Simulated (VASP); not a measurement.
# BaTiO3 (P4mm) in VASP: notebook, part 2 of 2

VASP 6.6.1. Earlier steps stand in the parts before.

## (4) Single point, PBE

This run uses another cell than the first one, of 13.20 Å³/atom.

INCAR reads:

```
ALGO = Normal ; EDIFF = 1E-6
ENCUT = 600 ; GGA = PE
GGA_COMPAT = F ; ISIF = 2
ISMEAR = 0 ; LASPH = T
LCHARG = F ; LREAL = F
LWAVE = F ; NBANDS = 28
NELM = 120 ; PREC = Accurate
SIGMA = 0.01
```

KPOINTS reads:

```
k-points
0
Gamma
  6 6 6
```

POSCAR reads:

```
BaTiO3
1.0
    4.0350423445      0.0000000000      0.0000000000
    0.0000000000      4.0350423445      0.0000000000
    0.0000000000      0.0000000000      4.0534027052
Ba Ti O
1 1 3
Direct
    0.0000000000      0.0000000000      0.0000000000
    0.5000000000      0.5000000000      0.4900000000
    0.5000000000      0.5000000000      0.0190000000
    0.5000000000      0.0000000000      0.5170000000
    0.0000000000      0.5000000000      0.5170000000
```

Potentials or basis: VASP PAW PBE potentials, release 64 (Ba_sv, Ti_sv, O).

Started as:

```console
cat potpaw_PBE.64/Ba_sv/POTCAR potpaw_PBE.64/Ti_sv/POTCAR potpaw_PBE.64/O/POTCAR > POTCAR
mpirun -np 1 vasp_std > vasp.out
```

OUTCAR:

```text
EDIFF = 1E-6
   ENCUT = 600
   GGA = PE
   ISIF = 2
   ISMEAR = 0
   LASPH = T
   LREAL = F
   NELM = 120
   PREC = Accurate

 ion  position               nearest neighbor table
   1  0.000  0.000  0.000-   4 2.81   5 2.81   5 2.81   4 2.81   3 2.85   3 2.85   3 2.85   3 2.85
                             4 2.91   5 2.91   5 2.91   4 2.91   2 3.48   2 3.48   2 3.48   2 3.48
   2  0.500  0.500  0.490-   3 1.91   4 2.02   5 2.02   4 2.02   5 2.02   3 2.14   1 3.48   1 3.48
                             1 3.48   1 3.48   1 3.52   1 3.52   1 3.52   1 3.52
   3  0.500  0.500  0.019-   2 1.91   2 2.14   1 2.85   1 2.85   1 2.85   1 2.85
   4  0.500  0.000  0.517-   2 2.02   2 2.02   1 2.81   1 2.81   1 2.91   1 2.91
   5  0.000  0.500  0.517-   2 2.02   2 2.02   1 2.81   1 2.81   1 2.91   1 2.91

  LATTYP: Found a simple tetragonal cell.
 ALAT       =     4.0350423445
 C/A-ratio  =     1.0045502275

  Lattice vectors:

 A1 = (   4.0350423445,   0.0000000000,   0.0000000000)
 A2 = (   0.0000000000,   4.0350423445,   0.0000000000)
 A3 = (   0.0000000000,   0.0000000000,   4.0534027052)

Analysis of symmetry for initial positions (statically):
[... 180 lines left out ...]

 val. band max:        3.6460183739   @ k =   0.5000   0.5000   0.5000
 cond. band min:       5.3639019178   @ k =   0.0000   0.0000   0.0000
 fundamental gap:      1.7178835439
 Fermi energy:         3.7345680377

 k-point     1 :       0.0000    0.0000    0.0000
  band No.  band energies     occupation
      1     -53.0660      2.00000
      2     -29.2910      2.00000
      3     -29.2641      2.00000
      4     -29.2641      2.00000
      5     -21.2770      2.00000
      6     -13.2158      2.00000
[... 733 lines left out ...]
     27      11.6077      0.00000
     28      12.8757      0.00000

 [... further k-points ...]

------------------------ aborting loop because EDIFF is reached ----------------------------------------

  FORCE on cell =-STRESS in cart. coord.  units (eV):
  Direction    XX          YY          ZZ          XY          YZ          ZX
  --------------------------------------------------------------------------------------
  -------------------------------------------------------------------------------------
  Total       -0.2806617     -0.2806617      0.0594110      0.0000000      0.0000000      0.0000000
  in kB       -6.8136170     -6.8136170      1.4423199      0.0000000      0.0000000      0.0000000
  external PRESSURE =      -4.0616381 kB  Pullay stress =       0.0000000 kB

 VOLUME and BASIS-vectors are now :
 -----------------------------------------------------------------------------
  energy-cutoff  :      600.00
  volume of cell :       66.00
      direct lattice vectors                 reciprocal lattice vectors
     4.035042344  0.000000000  0.000000000     0.247828874  0.000000000  0.000000000
     0.000000000  4.035042344  0.000000000     0.000000000  0.247828874  0.000000000
     0.000000000  0.000000000  4.053402705     0.000000000  0.000000000  0.246706304

 POSITION                                       TOTAL-FORCE (eV/Angst)
 -----------------------------------------------------------------------------------
      0.00000      0.00000      0.00000        -0.000000      0.000000      0.050756
      2.01752      2.01752      1.98617         0.000000      0.000000     -0.241303
      2.01752      2.01752      0.07701        -0.000000     -0.000000      0.435556
      2.01752      0.00000      2.09561        -0.000000      0.000000     -0.122504
      0.00000      2.01752      2.09561        -0.000000      0.000000     -0.122504
 -----------------------------------------------------------------------------------
    total drift:                                0.000000     -0.000000     -0.000954

  FREE ENERGIE OF THE ION-ELECTRON SYSTEM (eV)
  ---------------------------------------------------
  free  energy   TOTEN  =       -40.0114610145 eV

  energy  without entropy=      -40.0114610145  energy(sigma->0) =      -40.01146101
```

OSZICAR:

```text
N       E                     dE             d eps       ncg     rms          rms(c)
DAV:   1     0.464305793750E+03    0.46431E+03   -0.22724E+04  2240   0.170E+03
DAV:   2     0.782548072540E+00   -0.46352E+03   -0.43998E+03  2504   0.453E+02
DAV:   3    -0.487312591701E+02   -0.49514E+02   -0.49036E+02  3184   0.142E+02
DAV:   4    -0.509598081436E+02   -0.22285E+01   -0.22237E+01  3316   0.267E+01
DAV:   5    -0.510351293243E+02   -0.75321E-01   -0.75298E-01  3076   0.355E+00    0.225E+01
DAV:   6    -0.403024071024E+02    0.10733E+02   -0.57699E+01  3196   0.656E+01    0.101E+01
DAV:   7    -0.402199930330E+02    0.82414E-01   -0.11040E+01  3068   0.242E+01    0.659E+00
DAV:   8    -0.400238923737E+02    0.19610E+00   -0.60158E-01  2688   0.665E+00    0.370E+00
DAV:   9    -0.400535943203E+02   -0.29702E-01   -0.50662E-01  3232   0.632E+00    0.190E+00
DAV:  10    -0.400169880556E+02    0.36606E-01   -0.22431E-01  2700   0.456E+00    0.605E-01
DAV:  11    -0.400115565724E+02    0.54315E-02   -0.22535E-02  2700   0.930E-01    0.187E-01
DAV:  12    -0.400114864498E+02    0.70123E-04   -0.14894E-03  2648   0.313E-01    0.569E-02
DAV:  13    -0.400114563720E+02    0.30078E-04   -0.30948E-04  2824   0.163E-01    0.227E-02
DAV:  14    -0.400114655464E+02   -0.91744E-05   -0.70071E-05  2980   0.559E-02    0.196E-02
DAV:  15    -0.400114616221E+02    0.39243E-05   -0.33557E-05  2972   0.550E-02    0.952E-03
DAV:  16    -0.400114610145E+02    0.60757E-06   -0.37011E-06  2416   0.186E-02
   1 F= -.40011461E+02 E0= -.40011461E+02  d E =-.231076E-38
```

It took 87 s on 1 thread of Intel Xeon 8259CL, shared host; peak memory 0.24 GiB.

What came out:

* Free energy: -40.0115 eV
* Pressure: -0.4 GPa
* Largest force: 0.436 eV/Å
* Band gap on the k mesh: 1.72 eV (least direct gap 2.03 eV)

Forces in eV/Å, atoms in the order of the input:
```
Ba   0.000  0.000  0.051
Ti   0.000  0.000 -0.241
O    0.000  0.000  0.436
O    0.000  0.000 -0.123
O    0.000  0.000 -0.123
```

Stress tensor (GPa, compression positive):
```
-0.68  0.00  0.00
 0.00 -0.68  0.00
 0.00  0.00  0.14
```

Levels at points of the mesh, in eV from the valence-band top:
| k point | band 18 | band 19 | band 20 | band 21 | band 22 | band 23 |
| --- | --- | --- | --- | --- | --- | --- |
| (0.00, 0.00, 0.00) | -0.33 | -0.31 | -0.31 | 1.72 | 1.93 | 1.93 |
| (0.50, 0.00, 0.00) | -1.70 | -0.94 | -0.84 | 2.05 | 3.35 | 3.39 |
| (0.50, 0.50, 0.00) | -0.99 | -0.99 | -0.08 | 3.40 | 3.40 | 3.78 |
| (0.00, 0.00, 0.50) | -1.87 | -0.71 | -0.71 | 1.86 | 3.41 | 3.41 |
| (0.50, 0.00, 0.50) | -0.92 | -0.90 | -0.16 | 3.37 | 3.42 | 3.77 |
| (0.50, 0.50, 0.50) | -0.08 | -0.08 | 0.00 | 3.99 | 3.99 | 3.99 |

Caveat: spin-orbit coupling is left out, which moves the levels of the heavy elements. A k mesh can miss the band edges.

## (5) Single point, PBE

This run uses another cell than the first one, of 13.54 Å³/atom.

INCAR reads:

```
SYSTEM = BaTiO3
  PREC = Accurate
  ENCUT = 600
  EDIFF = 1E-6
  ISMEAR = 0
  SIGMA = 0.01
  LREAL = .FALSE.
  LASPH = .TRUE.
  NELM = 120
  ALGO = Normal
  ISIF = 2
  LWAVE = .FALSE.
  LCHARG = .FALSE.
  GGA = PE
  NBANDS = 28
  GGA_COMPAT = .FALSE.
```

KPOINTS reads:

```
regular mesh
0
G
  6 6 6
  0 0 0
```

POSCAR, as its differences from that of step 4:

```diff
@@ -2,5 +2,5 @@
 1.0
-    4.0350423445      0.0000000000      0.0000000000
-    0.0000000000      4.0350423445      0.0000000000
-    0.0000000000      0.0000000000      4.0534027052
+    4.0696795953      0.0000000000      0.0000000000
+    0.0000000000      4.0696795953      0.0000000000
+    0.0000000000      0.0000000000      4.0881975634
 Ba Ti O
```

Started as:

```console
cat potpaw_PBE.64/Ba_sv/POTCAR potpaw_PBE.64/Ti_sv/POTCAR potpaw_PBE.64/O/POTCAR > POTCAR
mpirun -np 1 vasp_std > vasp.out
```

Run time: 2.7 min. Hardware: 1 thread of Intel Xeon 8259CL, shared host; peak memory 0.26 GiB.

It converged, with:

```
Free energy            : -39.9895 eV
Pressure               : -4.2 GPa
Largest force          : 0.580 eV/Å
Band gap on the k mesh : 1.66 eV (least direct gap 1.99 eV)
```

Forces in eV/Å, atoms in the order of the input:
```
Ba   0.000  0.000  0.028
Ti   0.000  0.000 -0.353
O    0.000  0.000  0.580
O    0.000  0.000 -0.127
O    0.000  0.000 -0.127
```

Stress tensor (GPa, compression positive):
```
-4.48  0.00  0.00
 0.00 -4.48  0.00
 0.00  0.00 -3.75
```

Levels at points of the mesh, in eV from the valence-band top:
| k point | band 17 | band 18 | band 19 | band 20 | band 21 | band 22 | band 23 | band 24 |
| --- | --- | --- | --- | --- | --- | --- | --- | --- |
| (0.00, 0.00, 0.00) | -1.05 | -0.35 | -0.32 | -0.32 | 1.66 | 1.87 | 1.87 | 3.61 |
| (0.50, 0.00, 0.00) | -1.76 | -1.67 | -0.93 | -0.84 | 1.98 | 3.23 | 3.26 | 3.67 |
| (0.50, 0.50, 0.00) | -1.78 | -0.99 | -0.99 | -0.08 | 3.27 | 3.27 | 3.64 | 4.29 |
| (0.00, 0.00, 0.50) | -1.87 | -1.80 | -0.70 | -0.70 | 1.80 | 3.29 | 3.29 | 3.61 |
| (0.50, 0.00, 0.50) | -1.73 | -0.93 | -0.91 | -0.16 | 3.25 | 3.29 | 3.63 | 4.38 |
| (0.50, 0.50, 0.50) | -2.43 | -0.08 | -0.08 | 0.00 | 3.84 | 3.84 | 3.84 | 6.28 |

Caveat: the cell stands under tension; spin-orbit coupling is left out, which moves the levels of the heavy elements.

## (6) Overview

| cell | gap on the mesh (eV) | pressure (GPa) | largest force (eV/Å) |
| --- | --- | --- | --- |
| a = 3.927, b = 3.927, c = 3.945 Å, 5 atoms | 1.88 | 15.1 | 0.15 |
| a = 3.964, b = 3.964, c = 3.982 Å, 5 atoms | 1.83 | 9.2 | 0.11 |
| a = 4.035, b = 4.035, c = 4.053 Å, 5 atoms | 1.72 | -0.4 | 0.44 |
| a = 4.070, b = 4.070, c = 4.088 Å, 5 atoms | 1.66 | -4.2 | 0.58 |

Alike in all rows: task single point; level PBE; potentials or basis VASP PAW PBE potentials, release 64 (Ba_sv, Ti_sv, O); no spin polarisation; k mesh 6 × 6 × 6; cutoff (eV) 600; smearing gaussian 0.01 eV.

Caveats: spin-orbit coupling is left out, which moves the levels of the heavy elements; the cell stands under pressure (at least some runs); the cell stands under tension (at least some runs).

Total energies depend on the potentials used, so only differences within one code and one set of settings carry meaning.
